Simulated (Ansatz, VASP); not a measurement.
## C in VASP and in Ansatz

File INCAR:

```
SYSTEM = C
  ALGO = Normal
  EDIFF = 1E-6
  ENCUT = 910
  GGA = CA
  GGA_COMPAT = .FALSE.
  ISIF = 2
  ISMEAR = 0
  LASPH = .TRUE.
  LCHARG = .TRUE.
  LELF = .TRUE.
  LREAL = .FALSE.
  LVHAR = .TRUE.
  LWAVE = .FALSE.
  NBANDS = 31
  NELM = 120
  PREC = Accurate
  SIGMA = 0.05
```

KPOINTS

```
k-points
0
G
  10 10 3
  0 0 0
```

POSCAR

```
C
1.0
   -2.4912907516      0.0000000000      0.0000000000
   -1.2456453758     -2.1575210791      0.0000000000
   -0.6228226879     -0.3595868465     10.2538776052
C
10
Direct
   -0.4122592763     -0.4122592763      0.8741556576
    0.6125592763      0.6125592763      0.7252443424
    0.0458021751      0.0458021751      0.1257869493
    0.6544978249      0.6544978249      0.4736130507
    0.0209671684      0.0209671684      0.2747969895
    0.6793328316      0.6793328316      0.3246030105
   -0.0872822884     -0.0872822884      0.9242937306
    0.2875822884      0.2875822884      0.6751062694
    0.3874890656      0.3874890656      0.0756656066
    0.3128109344      0.3128109344      0.5237343934
```

Input for Ansatz:

```yaml
crystal:
  lattice:
    - [-2.4912907516, 0.0, 0.0]
    - [-1.2456453758, -2.1575210791, 0.0]
    - [-0.6228226879, -0.3595868465, 10.2538776052]
  atoms:
    - { symbol: C, position: [-0.4122592763, -0.4122592763, 0.8741556576] }
    - { symbol: C, position: [0.6125592763, 0.6125592763, 0.7252443424] }
    - { symbol: C, position: [0.0458021751, 0.0458021751, 0.1257869493] }
    - { symbol: C, position: [0.6544978249, 0.6544978249, 0.4736130507] }
    - { symbol: C, position: [0.0209671684, 0.0209671684, 0.2747969895] }
    - { symbol: C, position: [0.6793328316, 0.6793328316, 0.3246030105] }
    - { symbol: C, position: [-0.0872822884, -0.0872822884, 0.9242937306] }
    - { symbol: C, position: [0.2875822884, 0.2875822884, 0.6751062694] }
    - { symbol: C, position: [0.3874890656, 0.3874890656, 0.0756656066] }
    - { symbol: C, position: [0.3128109344, 0.3128109344, 0.5237343934] }
basis:
  ecutwfc: 420
kpoints:
  mp_grid: { grid: [10, 10, 3] }
hamiltonian:
  xc: lda
scf:
  occupations: { method: gaussian, width: 0.05 }
output:
  forces: true
  stress: true
  eigenvalues: true
```

Alike in both runs: task single point; functional LDA; k mesh 10 × 10 × 3; occupations gaussian, width 0.05 eV; no spin polarisation.

|  | VASP | Ansatz |
| --- | --- | --- |
| version | VASP 6.6.1 | Ansatz 0.2.0 |
| potentials or method | VASP PAW LDA potentials, release 64 (C_h), cutoff 910 eV | scalar-relativistic, plane waves, PAW |
| valence electrons in the cell | 40 | 40 |

Ansatz gave:

```
gap on the k mesh at the Fermi level (eV) : none
rms of the force components (eV/Å)        : 0.899
```

**Question.** Which values does VASP return?

**Answer.** gap on the k mesh at the Fermi level (eV): none; rms of the force components (eV/Å): 0.893.

LDA's correlation is that of Perdew and Zunger in VASP and of Perdew and Wang (1992) in Ansatz. Atom by atom the forces differ by 0.006 eV/Å (rms over components). A gap of «none» marks a metal or a gap that the smearing closes.

Noted on VASP's run: the cutoff is short for stress, so the pressure is rough.
